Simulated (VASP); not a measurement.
Input of a VASP 6.6.1 run:

File POSCAR:

```
AlOs
1.0
    2.9979119800      0.0000000000      0.0000000000
    0.0000000000      2.9979119800      0.0000000000
    0.0000000000      0.0000000000      2.9979119800
Al Os
1 1
Direct
    0.0000000000      0.0000000000      0.0000000000
    0.5000000000      0.5000000000      0.5000000000
```

INCAR.step1

```
SYSTEM = AlOs
ALGO = Normal
EDIFF = 1E-4
ENCUT = 600
GGA = PE
ISMEAR = -1
LASPH = .TRUE.
LCHARG = .FALSE.
LREAL = .FALSE.
LWAVE = .TRUE.
NELM = 100
PREC = Accurate
SIGMA = 0.1
```

The input INCAR.step2:

```
SYSTEM = AlOs
ALGO = Normal
EDIFF = 1E-6
EDIFFG = -0.002
ENCUT = 600
IBRION = 2
ISIF = 3
ISMEAR = -1
ISTART = 1
LASPH = .TRUE.
LCHARG = .FALSE.
LMIXTAU = .TRUE.
LREAL = .FALSE.
LWAVE = .FALSE.
METAGGA = R2SCAN
NELM = 100
NSW = 100
PREC = Accurate
SIGMA = 0.1
```

Contents of KPOINTS:

```
k-points
0
G
  12 12 12
  0 0 0
```

Potentials or basis: VASP PAW PBE potentials, release 64 (Al, Os).

Launch:

```bash
$ cat potpaw_PBE.64/Al/POTCAR potpaw_PBE.64/Os/POTCAR > POTCAR
$ cp INCAR.step1 INCAR
$ mpirun -np 1 vasp_std > vasp.out
$ cp INCAR.step2 INCAR
$ mpirun -np 1 vasp_std > vasp.out
```

Predict the relaxed cell.

a = 2.998 Å, b = 2.998 Å, c = 2.998 Å, α = 90.00°, β = 90.00°, γ = 90.00°.

Predict the space group after relaxing (to 0.05 Å).

Pm-3m (No. 221).

Predict the relaxed volume.

13.48 Å³/atom.

Final structure:
```
CELL_PARAMETERS angstrom
2.99823 0.00000 0.00000
0.00000 2.99823 0.00000
0.00000 0.00000 2.99823
ATOMIC_POSITIONS crystal
Al 0.00000 0.00000 0.00000
Os 0.50000 0.50000 0.50000
```

Caveat: the PAW data sets were made with another functional, which shifts forces and pressure a little.
